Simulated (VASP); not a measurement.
# B3As (P-6m2) in VASP: notebook

B3As is run at these levels: PBE; tasks: single point.

Program: VASP 6.6.1. These are calculated values, not measurements. Logs are shortened: lines on timing, memory, paths and dates and some standing lists are left out, and cuts for length are marked.

## 1. The cell of the first run

The structure is hexagonal, space group P-6m2 (No. 187). The conventional cell has a = 4.262 Å, b = 4.262 Å, c = 3.132 Å, α = 90.00°, β = 90.00°, γ = 120.00°. Within 2.2 Å of B (site symmetry mm2) lie 2 B at 1.68 Å and 2 As at 2.16 Å. Within 2.9 Å of As (site symmetry -6m2) lie 6 B at 2.16 Å.

## 2. Single point, PBE

File INCAR:

```
SYSTEM = B3As
PREC = Accurate
ENCUT = 520
EDIFF = 1E-6
ISMEAR = 0
SIGMA = 0.1
LREAL = .FALSE.
LASPH = .TRUE.
NELM = 80
ALGO = Normal
ISIF = 2
LWAVE = .FALSE.
LCHARG = .TRUE.
GGA = PE
LELF = .TRUE.
LVHAR = .TRUE.
NBANDS = 15
```

File KPOINTS:

```
Automatic mesh
0
G
  12 12 14
  0 0 0
```

File POSCAR:

```
B3As
1.0
    4.2621466252      0.0000000000      0.0000000000
   -2.1310733126      3.6911272520      0.0000000000
    0.0000000000      0.0000000000      3.1318259495
B As
3 1
Direct
    0.1316885008      0.8683114992      0.5000000000
    0.1316885008      0.2633770016      0.5000000000
    0.7366229984      0.8683114992      0.5000000000
    0.3333333333      0.6666666667      0.0000000000
```

Potentials or basis: VASP PAW PBE potentials, release 64 (B, As).

The run is started by

```sh
> cat potpaw_PBE.64/B/POTCAR potpaw_PBE.64/As/POTCAR > POTCAR
> mpirun -np 1 vasp_std > vasp.out
```

OUTCAR:

```text
SYSTEM = B3As
   PREC = Accurate
   ENCUT = 520
   EDIFF = 1E-6
   ISMEAR = 0
   LREAL = .FALSE.
   LASPH = .TRUE.
   NELM = 80
   ISIF = 2
   GGA = PE

 ion  position               nearest neighbor table
   1  0.132  0.868  0.500-   2 1.68   3 1.68   4 2.16   4 2.16
   2  0.132  0.263  0.500-   1 1.68   3 1.68   4 2.16   4 2.16
   3  0.737  0.868  0.500-   2 1.68   1 1.68   4 2.16   4 2.16
   4  0.333  0.667  0.000-   1 2.16   1 2.16   2 2.16   2 2.16   3 2.16   3 2.16

  LATTYP: Found a hexagonal cell.
 ALAT       =     4.2621466252
 C/A-ratio  =     0.7348001430

  Lattice vectors:

 A1 = (   4.2621466252,   0.0000000000,   0.0000000000)
 A2 = (  -2.1310733126,   3.6911272520,   0.0000000000)
 A3 = (   0.0000000000,   0.0000000000,   3.1318259495)

Analysis of symmetry for initial positions (statically):
=====================================================================
 Subroutine PRICEL returns:
 Original cell was already a primitive cell.

 Routine SETGRP: Setting up the symmetry group for a
 hexagonal supercell.

 Subroutine GETGRP returns: Found 12 space group operations
 (whereof 12 operations were pure point group operations)
 out of a pool of 24 trial point group operations.

The static configuration has the point symmetry D_3h.

Analysis of symmetry for dynamics (positions and initial velocities):
=====================================================================
 Subroutine PRICEL returns:
 Original cell was already a primitive cell.

 Routine SETGRP: Setting up the symmetry group for a
 hexagonal supercell.

 Subroutine GETGRP returns: Found 12 space group operations
 (whereof 12 operations were pure point group operations)
 out of a pool of 24 trial point group operations.

The dynamic configuration has the point symmetry D_3h.

 Subroutine INISYM returns: Found 12 space group operations
 (whereof 12 operations are pure point group operations),
 and found     1 'primitive' translations

----------------------------------------------------------------------------------------

                                     Primitive cell

  volume of cell :      49.2703

  direct lattice vectors                    reciprocal lattice vectors
     4.262146625  0.000000000  0.000000000     0.234623557  0.135459974  0.000000000
    -2.131073313  3.691127252  0.000000000     0.000000000  0.270919947  0.000000000
     0.000000000  0.000000000  3.131825950     0.000000000  0.000000000  0.319302546

  length of vectors
     4.262146625  4.262146625  3.131825950     0.270919947  0.270919947  0.319302546

  position of ions in fractional coordinates (direct lattice)
     0.131688501  0.868311499  0.500000000
     0.131688501  0.263377002  0.500000000
     0.736622998  0.868311499  0.500000000
     0.333333333  0.666666667  0.000000000

  ion indices of the primitive-cell ions
   primitive index   ion index
                 1           1
                 2           2
                 3           3
                 4           4

----------------------------------------------------------------------------------------

 KPOINTS: Automatic mesh

Automatic generation of k-mesh.
 Grid dimensions read from file:
 generate k-points for:   12   12   14

 Generating k-lattice:

  Cartesian coordinates                     Fractional coordinates (reciprocal lattice)
     0.019551963  0.011288331  0.000000000     0.083333333  0.000000000  0.000000000
     0.000000000  0.022576662  0.000000000     0.000000000  0.083333333  0.000000000
     0.000000000  0.000000000  0.022807325     0.000000000  0.000000000  0.071428571

  Length of vectors
     0.022576662  0.022576662  0.022807325

  Shift w.r.t. Gamma in fractional coordinates (k-lattice)
     0.000000000  0.000000000  0.000000000

 Subroutine IBZKPT returns following result:
 ===========================================

 Found    152 irreducible k-points:

 Following reciprocal coordinates:
            Coordinates               Weight
  0.000000  0.000000  0.000000      1.000000
  0.083333 -0.000000  0.000000      6.000000
  0.166667  0.000000  0.000000      6.000000
  0.250000 -0.000000  0.000000      6.000000
  0.333333 -0.000000  0.000000      6.000000
  0.416667  0.000000  0.000000      6.000000
[... 16 lines left out ...]
  0.250000 -0.000000  0.071429     12.000000
  0.333333 -0.000000  0.071429     12.000000
 [... further k-points ...]
   k-points           NKPTS =    152   k-points in BZ     NKDIM =    152   number of bands    NBANDS=     15
   number of dos      NEDOS =    301   number of ions     NIONS =      4
   total plane-waves  NPLWV =  24576
   dimension x,y,z NGX =    32 NGY =   32 NGZ =   24
   dimension x,y,z NGXF=    64 NGYF=   64 NGZF=   48
   ions per type =               3   1
   NGX,Y,Z   is equivalent  to a cutoff of  12.48, 12.48, 12.74 a.u.
   NGXF,Y,Z  is equivalent  to a cutoff of  24.96, 24.96, 25.48 a.u.
 SYSTEM =  B3As
   PREC   = accura    normal or accurate (medium, high low for compatibility)
   ISTART =      0    job   : 0-new  1-cont  2-samecut
   ICHARG =      2    charge: 1-file 2-atom 10-const
   ISPIN  =      1    spin polarized calculation?
   LNONCOLLINEAR =      F non collinear calculations
   LSORBIT =      F    spin-orbit coupling
   LASPH  =      T    aspherical Exc in radial PAW
   ENCUT  =  520.0 eV  38.22 Ry    6.18 a.u.   7.92  7.92  5.82*2*pi/ulx,y,z
   NELM   =     80;   NELMIN=  2; NELMDL= -5     # of ELM steps
   EDIFF  = 0.1E-05   stopping-criterion for ELM
   LREAL  =      F    real-space projection
   EDIFFG = 0.1E-04   stopping-criterion for IOM
   NSW    =      0    number of steps for IOM
   IBRION =     -1    ionic relax: 0-MD 1-quasi-New 2-CG
   NFREE  =      0    steps in history (QN), initial steepest desc. (CG)
   ISIF   =      2    stress and relaxation
   ISYM   =      2    0-nonsym 1-usesym 2-fastsym
   POTIM  = 0.5000    time-step for ionic-motion
   TEBEG  =    0.0;   TEEND  =   0.0 temperature during run
   PSTRESS=    0.0 pullay stress
   NELECT =      14.0000    total number of electrons
   NUPDOWN=      -1.0000    fix difference up-down
   EMIN   =  10.00;   EMAX   =-10.00  energy-range for DOS
   EFERMI =   0.00;   METHOD = LEGACY
   ISMEAR =     0;   SIGMA  =   0.10  broadening in eV -4-tet -1-fermi 0-gaus
   EFERMI_NEDOS =   21; number of points for ismear=-14 and -15
   IALGO  =     38    algorithm
   IMIX   =      4    mixing-type and parameters
     AMIX     =   0.40;   BMIX     =  1.00
     AMIX_MAG =   1.60;   BMIX_MAG =  1.00
  volume/ion in A,a.u.               =      12.32        83.12
  Fermi-wavevector in a.u.,A,eV,Ry     =   1.076273  2.033861 15.760497  1.158364
  Thomas-Fermi vector in A             =   2.212153
   LORBIT       =      0    0 simple, 1 ext, 2 COOP (PROOUT), +10 PAW based schemes
   GGA     = PE    functional components
   LHFCALC =     F    Hartree Fock is set to
   AEXX    =    0.0000 exact exchange contribution
   IVDW    =     0    specifies the selected vdW correction
   LEPSILON=     F    determine dielectric tensor
   LRPA    =     F    only Hartree local field effects (RPA)
 non-spin polarized calculation
 Gauss-broadening in eV      SIGMA  =   0.10
  energy-cutoff  :      520.00
  volume of cell :       49.27
 maximum number of plane-waves:      1347
 NGX is ok and might be reduce to    32
   NGX = 15   NGY = 15   NGZ = 11

 number of electron      14.0000000 magnetization

 Free energy of the ion-electron system (eV)
  ---------------------------------------------------
  ext. energy  EPLUGINS =         0.00000000
  ---------------------------------------------------
  free energy    TOTEN  =       -20.53498445 eV

  energy without entropy =      -20.52591989  energy(sigma->0) =      -20.53045217

 E-fermi :   4.4605     XC(G=0): -10.1478

 val. band max:        4.4600891200   @ k =   0.2500   0.2500   0.0714
 cond. band min:       4.4626730724   @ k =   0.1667   0.1667   0.3571
 fundamental gap:      0.0025839524
 Fermi energy:         4.4605179609

 k-point     1 :       0.0000    0.0000    0.0000
  band No.  band energies     occupation
      1     -10.6264      2.00000
      2      -4.6470      2.00000
      3      -0.7731      2.00000
      4      -0.7731      2.00000
      5       1.2786      2.00000
      6       1.8008      2.00000
      7       1.8008      2.00000
      8       6.3197      0.00000
      9       9.0325      0.00000
     10       9.2533      0.00000
     11       9.2533      0.00000
     12      10.5758      0.00000
     13      13.2618      0.00000
     14      13.2618      0.00000
     15      14.8744      0.00000

 k-point     2 :       0.0833   -0.0000    0.0000
  band No.  band energies     occupation
      1     -10.5852      2.00000
      2      -4.7972      2.00000
      3      -0.9032      2.00000
      4      -0.7713      2.00000
      5       1.3333      2.00000
      6       1.8938      2.00000
      7       2.0295      2.00000
      8       6.3838      0.00000
      9       8.5820      0.00000
     10       9.2346      0.00000
     11       9.2525      0.00000
     12      11.2817      0.00000
     13      13.1019      0.00000
     14      13.1899      0.00000
     15      14.6207      0.00000

 k-point     3 :       0.1667    0.0000    0.0000
  band No.  band energies     occupation
      1     -10.4661      2.00000
      2      -5.1862      2.00000
      3      -1.1887      2.00000
      4      -0.8062      2.00000
      5       1.4946      2.00000
      6       2.1856      2.00000
      7       2.6043      2.00000
      8       6.5436      0.00000
      9       7.5705      0.00000
     10       9.1843      0.00000
     11       9.8866      0.00000
     12      12.3804      0.00000
     13      12.6696      0.00000
     14      12.9192      0.00000
     15      14.1019      0.00000

 k-point     4 :       0.2500   -0.0000    0.0000
  band No.  band energies     occupation
      1     -10.2840      2.00000
      2      -5.6882      2.00000
      3      -1.4871      2.00000
      4      -0.9059      2.00000
      5       1.7517      2.00000
      6       2.6486      2.00000
      7       3.3588      2.00000
      8       6.6031      0.00000
      9       6.7406      0.00000
     10       9.1175      0.00000
     11      10.8214      0.00000
     12      12.1370      0.00000
     13      12.2489      0.00000
     14      13.4327      0.00000
     15      13.5213      0.00000
[... 307 lines left out ...]
 k-point    22 :       0.1667    0.0000    0.0714
  band No.  band energies     occupation
      1     -10.3958      2.00000
      2      -5.1533      2.00000
      3      -1.1222      2.00000
      4      -0.7676      2.00000
      5       0.9655      2.00000
      6       2.2388      2.00000
      7       2.6415      2.00000
      8       6.5578      0.00000
      9       7.7228      0.00000
     10       8.7811      0.00000
     11       9.9796      0.00000
     12      11.9076      0.00000
     13      12.8574      0.00000
     14      12.9730      0.00000
     15      14.4125      0.00000

 k-point    23 :       0.2500   -0.0000    0.0714
  band No.  band energies     occupation
      1     -10.2135      2.00000
      2      -5.6473      2.00000
      3      -1.4203      2.00000
      4      -0.8764      2.00000
      5       1.1980      2.00000
      6       2.6944      2.00000
      7       3.3879      2.00000
      8       6.0164      0.00000
      9       7.5988      0.00000
     10       8.7018      0.00000
     11      10.8713      0.00000
     12      12.0190      0.00000
     13      12.3150      0.00000
     14      13.1549      0.00000
     15      13.9019      0.00000

 k-point    24 :       0.3333   -0.0000    0.0714
  band No.  band energies     occupation
      1     -10.0000      2.00000
      2      -6.1360      2.00000
      3      -1.6599      2.00000
      4      -1.0028      2.00000
      5       1.4945      2.00000
      6       3.1585      2.00000
      7       4.1793      1.99993
      8       5.3838      0.00000
      9       7.7104      0.00000
     10       8.6348      0.00000
     11      11.3148      0.00000
     12      11.3398      0.00000
     13      12.0884      0.00000
     14      13.1866      0.00000
     15      13.7297      0.00000

 [... further k-points ...]

------------------------ aborting loop because EDIFF is reached ----------------------------------------

  FORCE on cell =-STRESS in cart. coord.  units (eV):
  Direction    XX          YY          ZZ          XY          YZ          ZX
  --------------------------------------------------------------------------------------
  -------------------------------------------------------------------------------------
  Total        0.0780895      0.0780895      0.1658364     -0.0000000      0.0000000      0.0000000
  in kB        2.5393255      2.5393255      5.3926886     -0.0000000      0.0000000      0.0000000
  external PRESSURE =       3.4904465 kB  Pullay stress =       0.0000000 kB

 VOLUME and BASIS-vectors are now :
 -----------------------------------------------------------------------------
  energy-cutoff  :      520.00
  volume of cell :       49.27
      direct lattice vectors                 reciprocal lattice vectors
     4.262146625  0.000000000  0.000000000     0.234623557  0.135459974  0.000000000
    -2.131073313  3.691127252  0.000000000     0.000000000  0.270919947  0.000000000
     0.000000000  0.000000000  3.131825950     0.000000000  0.000000000  0.319302546

 POSITION                                       TOTAL-FORCE (eV/Angst)
 -----------------------------------------------------------------------------------
     -1.28916      3.20505      1.56591        -0.017862      0.010313      0.000000
      0.00000      0.97216      1.56591        -0.000000     -0.020626     -0.000000
      1.28916      3.20505      1.56591         0.017862      0.010313      0.000000
     -0.00000      2.46075      0.00000        -0.000000      0.000000     -0.000000
 -----------------------------------------------------------------------------------
    total drift:                                0.000000     -0.000000      0.000000

  FREE ENERGIE OF THE ION-ELECTRON SYSTEM (eV)
  ---------------------------------------------------
  free  energy   TOTEN  =       -20.5349844531 eV

  energy  without entropy=      -20.5259198896  energy(sigma->0) =      -20.53045217
```

Run time: 91 s. Hardware: 1 thread of AMD EPYC 7R43 (Zen 3), shared host; peak memory 0.2 GiB.

What came out:

```
Free energy            : -20.5350 eV
Pressure               : 0.3 GPa
Largest force          : 0.021 eV/Å
Band gap on the k mesh : zero (band 7 reaches 5.04 eV, above the bottom of band 8 at 3.52 eV)
```

Forces on the atoms (eV/Å):
```
B   -0.018  0.010  0.000
B    0.000 -0.021  0.000
B    0.018  0.010  0.000
As   0.000  0.000  0.000
```

Levels at points of the mesh, in eV from the Fermi level:
```csv
k point,band 3,band 4,band 5,band 6,band 7,band 8,band 9,band 10,band 11,band 12
"(0.00, 0.00, 0.00)",-5.23,-5.23,-3.18,-2.66,-2.66,1.86,4.57,4.79,4.79,6.12
"(0.50, 0.00, 0.00)",-6.39,-5.62,-1.91,-0.70,0.39,0.69,2.63,4.53,5.59,6.50
"(0.00, 0.00, 0.50)",-7.50,-2.60,-2.60,-1.86,-1.86,-0.94,-0.94,-0.10,5.40,5.40
"(0.50, 0.00, 0.50)",-9.27,-5.90,-3.36,-3.31,-3.11,1.55,2.18,2.40,7.43,8.44
```

## 3. Single point, PBE

File INCAR:

```
SYSTEM = B3As
PREC = Accurate
ENCUT = 600
EDIFF = 1E-6
ISMEAR = 0
SIGMA = 0.1
LREAL = .FALSE.
LASPH = .TRUE.
NELM = 120
ALGO = Normal
ISIF = 2
LWAVE = .FALSE.
LCHARG = .TRUE.
GGA = PE
LELF = .TRUE.
LVHAR = .TRUE.
NBANDS = 20
GGA_COMPAT = .FALSE.
```

KPOINTS is that of step 2.

POSCAR is that of step 2.

Potentials or basis: VASP PAW PBE potentials, release 64 (B, As_d).

The run is started by

```sh
> cat potpaw_PBE.64/B/POTCAR potpaw_PBE.64/As_d/POTCAR > POTCAR
> mpirun -np 1 vasp_std > vasp.out
```

It took 4 min on 1 thread of AMD EPYC 7R43 (Zen 3), shared host; peak memory 0.26 GiB.

It converged, with:

```
Free energy            : -20.5637 eV
Pressure               : 0.0 GPa
Largest force          : 0.017 eV/Å
Band gap on the k mesh : zero (band 12 reaches 4.30 eV, above the bottom of band 13 at 2.80 eV)
```

Forces in eV/Å, atoms in the order of the input:
```
B    0.014 -0.008  0.000
B    0.000  0.017  0.000
B   -0.014 -0.008  0.000
As   0.000  0.000  0.000
```

Levels at points of the mesh, in eV from the Fermi level:
```csv
k point,band 9,band 10,band 11,band 12,band 13,band 14,band 15,band 16
"(0.00, 0.00, 0.00)",-5.23,-3.19,-2.66,-2.66,1.85,4.58,4.80,4.80
"(0.50, 0.00, 0.00)",-5.62,-1.91,-0.70,0.39,0.69,2.63,4.54,5.60
"(0.00, 0.00, 0.50)",-2.60,-2.60,-1.86,-1.86,-0.93,-0.93,-0.11,5.41
"(0.50, 0.00, 0.50)",-5.90,-3.36,-3.31,-3.11,1.55,2.18,2.40,7.43
```
